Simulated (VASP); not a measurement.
# P (Cmce) in VASP: notebook, part 2 of 2

VASP 6.6.1. Earlier steps stand in the parts before.

**5. Relaxation of cell and atoms, PBE+D3(BJ)**

This run uses another cell than the first one, of 20.46 Å³/atom.

File INCAR:

```
PREC = Accurate
ENCUT = 600
EDIFF = 1E-6
ISMEAR = -1
SIGMA = 0.05
LREAL = F
LASPH = T
NELM = 80
ALGO = Fast
ISIF = 3
LWAVE = F
LCHARG = F
GGA = PE
IVDW = 12
IBRION = 2
NSW = 60
EDIFFG = -0.01
```

File KPOINTS:

```
regular mesh
0
Gamma
  8 8 6
```

File POSCAR:

```
P
1.0
    1.6477431241     -5.4650377251      0.0000000000
    1.6477431241      5.4650377251      0.0000000000
    0.0000000000      0.0000000000      4.5436355900
P
4
Direct
    0.9041431300      0.0958568700      0.5888151700
    0.0958568700      0.9041431300      0.4111848300
    0.5958568700      0.4041431300      0.0888151700
    0.4041431300      0.5958568700      0.9111848300
```

Potentials or basis: VASP PAW PBE potentials, release 64 (P).

Run with:

```bash
> cat potpaw_PBE.64/P/POTCAR > POTCAR
> mpirun -np 1 vasp_std > vasp.out
```

OUTCAR:

```text
PREC = Accurate
   ENCUT = 600
   EDIFF = 1E-6
   ISMEAR = -1
   LREAL = F
   LASPH = T
   NELM = 80
   ISIF = 3
   GGA = PE
   IVDW = 12
   IBRION = 2
   NSW = 60
   EDIFFG = -0.01
 IVDW          = 12

 ion  position               nearest neighbor table
   1  0.904  0.096  0.589-   4 2.20   4 2.20   2 2.25
   2  0.096  0.904  0.411-   3 2.20   3 2.20   1 2.25
   3  0.596  0.404  0.089-   2 2.20   2 2.20   4 2.25
   4  0.404  0.596  0.911-   1 2.20   1 2.20   3 2.25

  LATTYP: Found a base centered orthorhombic cell.
 ALAT       =     3.2954862482
 B/A-ratio  =     3.3166806435
 C/A-ratio  =     1.3787451222

  Lattice vectors:

 A1 = (   1.6477431241,  -5.4650377251,   0.0000000000)
 A2 = (   1.6477431241,   5.4650377251,   0.0000000000)
 A3 = (   0.0000000000,   0.0000000000,   4.5436355900)

Analysis of symmetry for initial positions (statically):
=====================================================================
 Subroutine PRICEL returns:
 Original cell was already a primitive cell.

 Routine SETGRP: Setting up the symmetry group for a
 base centered orthorhombic supercell.

 Subroutine GETGRP returns: Found  8 space group operations
 (whereof  4 operations were pure point group operations)
 out of a pool of  8 trial point group operations.

The static configuration has the point symmetry C_2h.
 The point group associated with its full space group is D_2h.

Analysis of symmetry for dynamics (positions and initial velocities):
=====================================================================
 Subroutine PRICEL returns:
 Original cell was already a primitive cell.

 Routine SETGRP: Setting up the symmetry group for a
 base centered orthorhombic supercell.

 Subroutine GETGRP returns: Found  8 space group operations
 (whereof  4 operations were pure point group operations)
 out of a pool of  8 trial point group operations.

The dynamic configuration has the point symmetry C_2h.
 The point group associated with its full space group is D_2h.

 Subroutine INISYM returns: Found  8 space group operations
 (whereof  4 operations are pure point group operations),
 and found     1 'primitive' translations

----------------------------------------------------------------------------------------

                                     Primitive cell

  volume of cell :      81.8307

  direct lattice vectors                    reciprocal lattice vectors
     1.647743124 -5.465037725  0.000000000     0.303445357 -0.091490677  0.000000000
     1.647743124  5.465037725  0.000000000     0.303445357  0.091490677  0.000000000
     0.000000000  0.000000000  4.543635590     0.000000000  0.000000000  0.220088073

  length of vectors
     5.708037731  5.708037731  4.543635590     0.316937894  0.316937894  0.220088073

  position of ions in fractional coordinates (direct lattice)
     0.904143130  0.095856870  0.588815170
     0.095856870  0.904143130  0.411184830
     0.595856870  0.404143130  0.088815170
     0.404143130  0.595856870  0.911184830

  ion indices of the primitive-cell ions
   primitive index   ion index
                 1           1
                 2           2
                 3           3
                 4           4

----------------------------------------------------------------------------------------

 KPOINTS: regular mesh

Automatic generation of k-mesh.
 Grid dimensions read from file:
 generate k-points for:    8    8    6

 Generating k-lattice:

[... 57 lines left out ...]
   LSORBIT =      F    spin-orbit coupling
   LASPH  =      T    aspherical Exc in radial PAW
   ENCUT  =  600.0 eV  44.10 Ry    6.64 a.u.  11.40 11.40  9.07*2*pi/ulx,y,z
   NELM   =     80;   NELMIN=  2; NELMDL= -5     # of ELM steps
   EDIFF  = 0.1E-05   stopping-criterion for ELM
   LREAL  =      F    real-space projection
   EDIFFG = -.1E-01   stopping-criterion for IOM
   NSW    =     60    number of steps for IOM
   IBRION =      2    ionic relax: 0-MD 1-quasi-New 2-CG
   NFREE  =      1    steps in history (QN), initial steepest desc. (CG)
   ISIF   =      3    stress and relaxation
   ISYM   =      2    0-nonsym 1-usesym 2-fastsym
   POTIM  = 0.5000    time-step for ionic-motion
   TEBEG  =    0.0;   TEEND  =   0.0 temperature during run
   PSTRESS=    0.0 pullay stress
   NELECT =      20.0000    total number of electrons
   NUPDOWN=      -1.0000    fix difference up-down
   EMIN   =  10.00;   EMAX   =-10.00  energy-range for DOS
   EFERMI =   0.00;   METHOD = LEGACY
   ISMEAR =    -1;   SIGMA  =   0.05  broadening in eV -4-tet -1-fermi 0-gaus
   EFERMI_NEDOS =   21; number of points for ismear=-14 and -15
   IALGO  =     68    algorithm
   IMIX   =      4    mixing-type and parameters
     AMIX     =   0.40;   BMIX     =  1.00
     AMIX_MAG =   1.60;   BMIX_MAG =  1.00
  volume/ion in A,a.u.               =      20.46       138.06
  Fermi-wavevector in a.u.,A,eV,Ry     =   1.023559  1.934246 14.254450  1.047673
  Thomas-Fermi vector in A             =   2.157299
   LORBIT       =      0    0 simple, 1 ext, 2 COOP (PROOUT), +10 PAW based schemes
   GGA     = PE    functional components
   LHFCALC =     F    Hartree Fock is set to
   AEXX    =    0.0000 exact exchange contribution
   IVDW    =    12    specifies the selected vdW correction
   LEPSILON=     F    determine dielectric tensor
   LRPA    =     F    only Hartree local field effects (RPA)
 conjugate gradient relaxation of ions
 non-spin polarized calculation
 RMM-DIIS sequential band-by-band and
  energy-cutoff  :      600.00
  volume of cell :       81.83
 maximum number of plane-waves:      2758
 NGX is ok and might be reduce to    48
   NGX = 23   NGY = 23   NGZ = 19

--------------------------------------- Ionic step        1  -------------------------------------------

 number of electron      20.0000001 magnetization

 Free energy of the ion-electron system (eV)
  ---------------------------------------------------
  ext. energy  EPLUGINS =         0.00000000
  ---------------------------------------------------
  free energy    TOTEN  =       -21.49131653 eV

  energy without entropy =      -21.49091944  energy(sigma->0) =      -21.49111799

------------------------ aborting loop because EDIFF is reached ----------------------------------------

 Edisp (eV)   -1.35739

 E8    (eV) :    -0.5135
[... 111 lines left out ...]
  FREE ENERGIE OF THE ION-ELECTRON SYSTEM (eV)
  ---------------------------------------------------
  free  energy   TOTEN  =       -22.8804851428 eV

  energy  without entropy=      -22.8797359215  energy(sigma->0) =      -22.88011053

 E-fermi :   6.6335     XC(G=0):  -9.8633

 val. band max:        6.6234209180   @ k =  -0.3750   0.3750   0.0000
 cond. band min:       6.6683276163   @ k =   0.5000   0.3750   0.0000
 fundamental gap:      0.0449066983
 Fermi energy:         6.6334545481

 k-point     1 :       0.0000    0.0000    0.0000
  band No.  band energies     occupation
      1      -9.2792      2.00000
      2      -6.3267      2.00000
      3      -2.8352      2.00000
      4      -0.3780      2.00000
      5       1.5179      2.00000
      6       1.9171      2.00000
      7       2.8961      2.00000
      8       3.6180      2.00000
      9       4.3853      2.00000
     10       5.3302      2.00000
     11       7.2969      0.00000
     12       8.0535      0.00000
     13       8.9307      0.00000
     14       9.9290      0.00000
[... 379 lines left out ...]
      3      -3.3808      2.00000
      4      -0.4840      2.00000
      5       0.4277      2.00000
      6       0.7791      2.00000
      7       2.4830      2.00000
      8       3.1008      2.00000
      9       4.2534      2.00000
     10       4.9162      2.00000
     11       7.7319      0.00000
     12       8.3482      0.00000
     13       8.9569      0.00000
     14      10.1365      0.00000

 [... further k-points ...]

[... ionic steps 4 to 15 ...]

--------------------------------------- Ionic step       16  -------------------------------------------

 number of electron      20.0000000 magnetization

------------------------ aborting loop because EDIFF is reached ----------------------------------------
[... 79 lines left out ...]
--------------------------------------- Ionic step       18  -------------------------------------------

 number of electron      20.0000000 magnetization

 Free energy of the ion-electron system (eV)
  ---------------------------------------------------
  ext. energy  EPLUGINS =         0.00000000
  ---------------------------------------------------
  free energy    TOTEN  =       -21.37491143 eV

  energy without entropy =      -21.37245737  energy(sigma->0) =      -21.37368440

 E-fermi :   7.4561     XC(G=0): -10.2664

 val. band max:        7.4102484486   @ k =   0.5000   0.1250   0.0000
 cond. band min:       7.4729153911   @ k =   0.5000   0.3750   0.0000
 fundamental gap:      0.0626669425
 Fermi energy:         7.4561057078

 k-point     1 :       0.0000    0.0000    0.0000
  band No.  band energies     occupation
      1      -8.6108      2.00000
      2      -5.2541      2.00000
      3      -1.7734      2.00000
      4       0.1096      2.00000
      5       2.3081      2.00000
      6       3.1576      2.00000
      7       3.3423      2.00000
      8       4.5469      2.00000
      9       4.7635      2.00000
     10       6.0174      2.00000
     11       8.4261      0.00000
     12       8.6649      0.00000
     13       9.3219      0.00000
     14      10.8492      0.00000
[... 426 lines left out ...]
  FREE ENERGIE OF THE ION-ELECTRON SYSTEM (eV)
  ---------------------------------------------------
  free  energy   TOTEN  =       -22.9685744823 eV

  energy  without entropy=      -22.9661204220  energy(sigma->0) =      -22.96734745

 reached required accuracy - stopping structural energy minimisation
```

OSZICAR:

```text
N       E                     dE             d eps       ncg     rms          rms(c)
DAV:   1     0.822523625225E+02    0.82252E+02   -0.92748E+03  2352   0.136E+03
DAV:   2    -0.160916772385E+02   -0.98344E+02   -0.95764E+02  3112   0.197E+02
DAV:   3    -0.215813462528E+02   -0.54897E+01   -0.54513E+01  3224   0.493E+01
DAV:   4    -0.216610560311E+02   -0.79710E-01   -0.79629E-01  3034   0.688E+00
[... 157 lines left out ...]
       N       E                     dE             d eps       ncg     rms          rms(c)
DAV:   1    -0.213749145372E+02    0.22918E-03   -0.10448E-03  2952   0.198E-01    0.301E-02
RMM:   2    -0.213749140632E+02    0.47391E-06   -0.59733E-05  2352   0.576E-02    0.103E-02
RMM:   3    -0.213749115670E+02    0.24963E-05   -0.10131E-05  2354   0.248E-02    0.415E-03
RMM:   4    -0.213749114347E+02    0.13221E-06   -0.25290E-06  1536   0.118E-02
  18 F= -.22968574E+02 E0= -.22967347E+02  d E =-.165394E-04
```

CONTCAR:

```text
P
   1.00000000000000
     1.6580381385612164   -5.0856082748482363   -0.0000000000000000
     1.6580381385612164    5.0856082748482363    0.0000000000000000
     0.0000000000000000    0.0000000000000000    4.1781409546415649
  P
     4
Direct
     0.8937444453497734    0.1062555546502267    0.5726828919636124
     0.1062555546502267    0.8937444453497734    0.4273171080363874
     0.6062555546502266    0.3937444453497732    0.0726828919636125
     0.3937444453497732    0.6062555546502266    0.9273171080363876

  0.00000000E+00  0.00000000E+00  0.00000000E+00
  0.00000000E+00  0.00000000E+00  0.00000000E+00
  0.00000000E+00  0.00000000E+00  0.00000000E+00
  0.00000000E+00  0.00000000E+00  0.00000000E+00
```

Wall time 44 min (1 thread of AMD EPYC 9755, shared host); peak memory 0.31 GiB.

Results:

- Free energy: -22.9686 eV
- Relaxed volume: 17.62 Å³/atom
- Relaxed cell: a = 5.349 Å, b = 5.349 Å, c = 4.178 Å, α = 90.00°, β = 90.00°, γ = 143.89°
- Space group after relaxing (to 0.1 Å): Cmce (No. 64)
- Energy gained by relaxing: 30.0 meV/atom
- Ionic steps: 18
- Pressure after relaxing: 0.0 GPa
- Band gap on the k mesh: zero (bands 10 and 11 overlap by 0.24 eV)
- Dispersion energy per atom: -0.398 eV

Step by step:
| step | energy change (eV) | largest force (eV/Å) | pressure (GPa) | volume (Å³) |
| --- | --- | --- | --- | --- |
| 1 | 0.0000 | 0.3010 | -1.08 | 81.83 |
| 2 | -0.0222 | 0.2436 | -0.50 | 80.20 |
| 3 | -0.0318 | 0.3395 | 0.29 | 78.24 |
| 4 | -0.0452 | 0.2614 | 0.15 | 77.58 |
| 5 | -0.0720 | 0.0723 | -0.22 | 75.61 |
| 6 | -0.0706 | 0.3295 | -0.69 | 71.72 |
| 7 | -0.0810 | 0.1343 | -0.47 | 73.83 |
| 8 | -0.1000 | 0.0912 | -0.38 | 72.73 |
| 9 | -0.1175 | 0.0338 | -0.04 | 70.72 |
| 10 | -0.1184 | 0.0399 | 0.10 | 70.16 |
| 11 | -0.1187 | 0.0272 | 0.01 | 70.26 |
| 12 | -0.1191 | 0.0228 | -0.24 | 70.52 |
| 13 | -0.1193 | 0.0143 | -0.18 | 70.51 |
| 14 | -0.1197 | 0.0192 | 0.01 | 70.46 |
| 15 | -0.1197 | 0.0222 | 0.03 | 70.45 |
| 16 | -0.1198 | 0.0124 | 0.01 | 70.46 |
| 17 | -0.1199 | 0.0104 | -0.02 | 70.47 |
| 18 | -0.1199 | 0.0018 | 0.00 | 70.46 |

Final structure:
```
CELL_PARAMETERS angstrom
1.65804 -5.08561 0.00000
1.65804 5.08561 0.00000
0.00000 0.00000 4.17814
ATOMIC_POSITIONS crystal
P 0.89374 0.10626 0.57268
P 0.10626 0.89374 0.42732
P 0.60626 0.39374 0.07268
P 0.39374 0.60626 0.92732
```

Levels at points of the mesh, in eV from the Fermi level:
| k point | band 7 | band 8 | band 9 | band 10 | band 11 | band 12 | band 13 | band 14 |
| --- | --- | --- | --- | --- | --- | --- | --- | --- |
| (0.00, 0.00, 0.00) | -4.11 | -2.91 | -2.69 | -1.44 | 0.97 | 1.21 | 1.87 | 3.39 |
| (0.50, 0.00, 0.00) | -3.27 | -3.27 | -2.71 | -2.71 | 0.78 | 0.78 | 1.05 | 1.05 |
| (0.50, 0.50, 0.00) | -4.40 | -2.20 | -1.82 | -0.36 | 0.44 | 0.62 | 2.44 | 3.10 |
| (0.00, 0.00, 0.50) | -3.13 | -3.13 | -0.93 | -0.93 | 1.45 | 1.45 | 2.22 | 2.22 |
| (0.50, 0.00, 0.50) | -5.80 | -5.80 | -2.13 | -2.13 | 1.58 | 1.58 | 4.65 | 4.65 |
| (0.50, 0.50, 0.50) | -2.45 | -2.45 | -1.30 | -1.30 | 1.31 | 1.31 | 2.71 | 2.71 |

**6. Overview**

```tsv
task	level	cell	cutoff (eV)	gap on the mesh (eV)	pressure (GPa)	largest force (eV/Å)
single point	PBE+D3(BJ)	a = 5.349, b = 5.349, c = 4.163 Å, angles 90.0, 90.0, 143.8°, 4 atoms, atomic positions A	520	none	-0.3	0.07
single point	PBE+D4	a = 5.360, b = 5.360, c = 4.180 Å, angles 90.0, 90.0, 143.9°, 4 atoms, atomic positions B	520	none	-0.4	0.06
single point	PBE+D3(BJ)	a = 5.376, b = 5.376, c = 4.204 Å, angles 90.0, 90.0, 144.0°, 4 atoms, atomic positions C	520	none	-0.7	0.06
relaxation of cell and atoms	PBE+D3(BJ)	relaxed from a = 5.708, b = 5.708, c = 4.544 Å, angles 90.0, 90.0, 146.4°, 4 atoms, atomic positions D	600	none	0.0	-
```

Alike in all rows: potentials or basis VASP PAW PBE potentials, release 64 (P); no spin polarisation; k mesh 8 × 8 × 6; smearing fermi-dirac 0.05 eV.

Caveats: three body term missing (at least some runs).

Total energies depend on the potentials used, so only differences within one code and one set of settings carry meaning.

The gap in the log of VASP goes by the Fermi energy; the results here count the filled bands.